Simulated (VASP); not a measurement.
Write the native input for VASP 6.6.1 that does the following.

```yaml
Task: single point
Functional: LDA
Potentials_or_basis: VASP PAW LDA potentials, release 64 (Mg)
Cutoff: 520 eV
k_mesh: 20 × 20 × 20
Occupations: gaussian, width 0.15 eV
Spin: no spin polarisation
Dipole_correction: no
Further_INCAR_settings: ALGO = Fast; EDIFF = 1e-06; NBANDS = 7
```

The structure of Mg lies in POSCAR:

```
Mg
1.0
   -2.6058005235      1.8612860882      1.8612860882
    1.8612860882     -2.6058005235      1.8612860882
    1.8612860882      1.8612860882     -2.6058005235
Mg
1
Direct
    0.0000000000      0.0000000000      0.0000000000
```

This cell differs from its parent crystal: ratio of the length along [111] to the lengths across it x 0.5, volume and fractional coordinates fixed.

The input as run:

INCAR

```
PREC = Accurate
ENCUT = 520
EDIFF = 1E-6
ISMEAR = 0
SIGMA = 0.15
LREAL = False
LASPH = True
NELM = 60
ALGO = Fast
ISIF = 2
LWAVE = False
LCHARG = True
LELF = True
LVHAR = True
NBANDS = 7
```

KPOINTS

```
regular mesh
0
Gamma
  20 20 20
```

Potentials or basis: VASP PAW LDA potentials, release 64 (Mg).

Command:

```bash
$ cat potpaw_LDA.64/Mg/POTCAR > POTCAR
$ mpirun -np 1 vasp_std > vasp.out
```

It gave:

| Quantity | Value |
| --- | --- |
| Pressure | 28.7 GPa |
| Band gap on the k mesh | zero (bands 1 and 2 overlap by 6.95 eV) |

Caveat: atoms lie so close that the PAW spheres overlap strongly, which falsifies energies and pressures; the cell stands under pressure.

Wall time 110 s on 1 thread of Intel Xeon 8259CL, with other jobs on the host, peak memory 0.25 GiB.
